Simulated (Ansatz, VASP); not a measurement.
BaTiO3: VASP beside Ansatz

```
Ba Ti O
1.0
     4.09193    0.00000    0.00000
     0.00000    4.09193    0.00000
     0.00000    0.00000    4.23475
Ba Ti O
1 1 3
Direct
  0.50000 0.50000 0.59453
  0.00000 0.00000 0.11109
  0.00000 0.50000 0.06110
  0.50000 0.00000 0.06110
  0.00000 0.00000 0.53219
```

Change from the starting cell: equal strain along all axes, cell held, atoms relaxed: +3.0 %.

Alike in both runs: functional r2SCAN; k mesh 8 × 8 × 8; occupations gaussian, width 0.02 eV; no spin polarisation.

Ansatz relaxed the structure, and its values are those at the end. VASP's run is a single point on that final structure, the one shown.

|  | VASP | Ansatz |
| --- | --- | --- |
| version | VASP 6.6.1 | Ansatz 0.2.0 |
| potentials or method | VASP PAW PBE potentials, release 64 (Ba_sv, Ti_sv, O), cutoff 520 eV | scalar-relativistic, plane waves, PAW |
| valence electrons in the cell | 40 | 40 |

|  | VASP | Ansatz | Ansatz less VASP |
| --- | --- | --- | --- |
| gap on the k mesh at the Fermi level (eV) | 2.09 | 2.10 | +0.012 |
| least direct gap on the mesh (eV) | 2.65 | 2.64 | -0.005 |
| pressure (GPa) | -8.7 | -10.2 | -1.47 |
| rms of the force components (eV/Å) | 0.084 | 0.001 | -0.0825 |

VASP's potentials were made for PBE, not for r2SCAN. With one functional, cell and mesh, what is left measures potentials, basis and numerics. Ansatz's warnings: stress scf threshold loose.

Neither program's run includes spin-orbit coupling.
